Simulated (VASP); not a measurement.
A run of VASP 6.6.1 is set up as follows.

The input INCAR:

```
  PREC = Accurate
  ENCUT = 600
  EDIFF = 1E-6
  ISMEAR = 0
  SIGMA = 0.1
  LREAL = F
  LASPH = T
  NELM = 120
  ALGO = Normal
  ISIF = 2
  LWAVE = F
  LCHARG = F
  GGA = PE
  NBANDS = 12
  GGA_COMPAT = F
```

KPOINTS

```
Automatic mesh
0
Gamma
  22 22 22
```

POSCAR

```
CO
1.0
    2.4955748980      0.0000000000      0.0000000000
    0.0000000000      2.4955748980      0.0000000000
    0.0000000000      0.0000000000      2.4955748980
C O
1 1
Direct
    0.0000000000      0.0000000000      0.0000000000
    0.5000000000      0.5000000000      0.5000000000
```

Potentials or basis: VASP PAW PBE potentials, release 64 (C, O).

Launch:

```sh
$ cat potpaw_PBE.64/C/POTCAR potpaw_PBE.64/O/POTCAR > POTCAR
$ mpirun -np 1 vasp_std > vasp.out
```

(1) Predict the band gap on the k mesh.

(2) What does it give for the pressure?

Results:

(1) zero (bands 5 and 6 overlap by 1.97 eV).

(2) -0.4 GPa.
